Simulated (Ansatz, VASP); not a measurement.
## One calculation of SiW2, two programs

```xyz
6
Lattice="-3.0750 3.0750 2.5050 3.0750 -3.0750 2.5050 3.0750 3.0750 -2.5050" Properties=species:S:1:pos:R:3 pbc="T T T"
Si    0.0000    0.0000    1.2525
Si    0.0000    0.0000    3.7575
W     4.0713    0.9963    0.0000
W    -0.9963    2.0787    2.5050
W     2.0787    0.9963    2.5050
W     0.9963    2.0787    0.0000
```

Alike in both runs: task relaxation of cell and atoms; functional PBE; k mesh 4 × 4 × 4; occupations gaussian, width 0.2 eV; no spin polarisation.

|  | VASP | Ansatz |
| --- | --- | --- |
| version | VASP 6.6.1 | Ansatz 0.2.0 |
| potentials or method | VASP PAW PBE potentials, release 64 (Si, W_sv), cutoff 600 eV | scalar-relativistic, plane waves, PAW |
| valence electrons in the cell | 64 | 64 |

|  | VASP | Ansatz | Ansatz less VASP |
| --- | --- | --- | --- |
| gap on the k mesh at the Fermi level, each at its own relaxed structure (eV) | none | none | - |
| relaxed volume (Å³/atom) | 14.66 | 14.65 | -0.006 |
| relaxed cell length with the largest relative difference (Å) | 4.889 | 4.891 | +0.0017 |

A gap of «none» marks a metal or a gap that the smearing closes.

The k mesh is coarse, so the values compare programs but aren't converged. Neither program's run includes spin-orbit coupling.
